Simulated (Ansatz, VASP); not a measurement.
# TiAl3 in VASP and in Ansatz

Contents of INCAR:

```
SYSTEM = TiAl3
PREC = Accurate ; ENCUT = 520
EDIFF = 1E-6 ; ISMEAR = -1
SIGMA = 0.05 ; LREAL = .False.
LASPH = .True. ; NELM = 100
ALGO = Normal ; ISIF = 2
LWAVE = .False. ; LCHARG = .False.
NBANDS = 18
```

Contents of KPOINTS:

```
regular mesh
0
Gamma
  7 7 7
  0 0 0
```

The input POSCAR:

```
TiAl3
1.0
    3.9291223209      0.0000000000      0.0000000000
    0.0000000000      3.9291223209      0.0000000000
    0.0000000000      0.0000000000      3.9291223209
Ti Al
1 3
Direct
    0.0000000000      0.0000000000      0.0000000000
    0.0000000000      0.5000000000      0.5000000000
    0.5000000000      0.0000000000      0.5000000000
    0.5000000000      0.5000000000      0.0000000000
```

input.yaml

```yaml
crystal:
  lattice:
    - [3.9291223209, 0.0, 0.0]
    - [0.0, 3.9291223209, 0.0]
    - [0.0, 0.0, 3.9291223209]
  atoms:
    - { symbol: Ti, position: [0.0, 0.0, 0.0] }
    - { symbol: Al, position: [0.0, 0.5, 0.5] }
    - { symbol: Al, position: [0.5, 0.0, 0.5] }
    - { symbol: Al, position: [0.5, 0.5, 0.0] }
hamiltonian:
  xc: lda
  pseudopotentials: { kind: paw }
kpoints:
  mp_grid: { grid: [7, 7, 7] }
scf:
  occupations: { method: fermi_dirac, width: 0.05 }
output:
  forces: true
  stress: true
  eigenvalues: true
  write_density: true
  write_potential: true
  elf: true
  volumetric_format: npy
```

Alike in both runs: task single point; functional LDA; k mesh 7 × 7 × 7; occupations fermi-dirac, width 0.05 eV; no spin polarisation.

```csv
,VASP,Ansatz
version,VASP 6.6.1,Ansatz 0.2.0
potentials or method,"VASP PAW LDA potentials, release 64 (Ti_sv, Al)",Ansatz PAW
plane-wave cutoff (eV),520,420
valence electrons in the cell,21,21
```

```csv
,VASP,Ansatz,Ansatz less VASP
gap on the k mesh at the Fermi level (eV),none,none,-
pressure (GPa),-1.5,-1.6,-0.07
```

LDA's correlation is that of Perdew and Zunger in VASP and of Perdew and Wang (1992) in Ansatz. A gap of «none» marks a metal or a gap that the smearing closes.
